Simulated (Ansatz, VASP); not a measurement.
# SiGe in VASP and in Ansatz

```
Ge Si
1.0
     3.90304    0.00000    0.00000
    -1.95152    3.38013    0.00000
     0.00000    0.00000    6.44328
Ge Si
2 2
Direct
  0.33333 0.66667 0.99584
  0.33333 0.66667 0.37816
  0.66667 0.33333 0.50367
  0.66667 0.33333 0.87033
```

Alike in both runs: task single point; functional PBEsol; k mesh 6 × 6 × 2; occupations gaussian, width 0.02 eV; no spin polarisation.

```csv
,VASP,Ansatz
version,VASP 6.6.1,Ansatz 0.2.0
potentials or method,"VASP PAW PBE potentials, release 64 (Ge_d, Si), cutoff 500 eV","scalar-relativistic, plane waves, PAW"
valence electrons in the cell,36,36
```

|  | VASP | Ansatz | Ansatz less VASP |
| --- | --- | --- | --- |
| gap on the k mesh at the Fermi level (eV) | 0.28 | 0.28 | +0.001 |
| least direct gap on the mesh (eV) | 0.46 | 0.46 | -0.005 |
| pressure (GPa) | 0.0 | 0.0 | +0.05 |
| rms of the force components (eV/Å) | 0.031 | 0.027 | -0.0044 |

VASP's potentials were made for PBE, not for PBEsol, and Ansatz warns of the same on its side.

The k mesh is coarse, so the values compare programs but aren't converged.
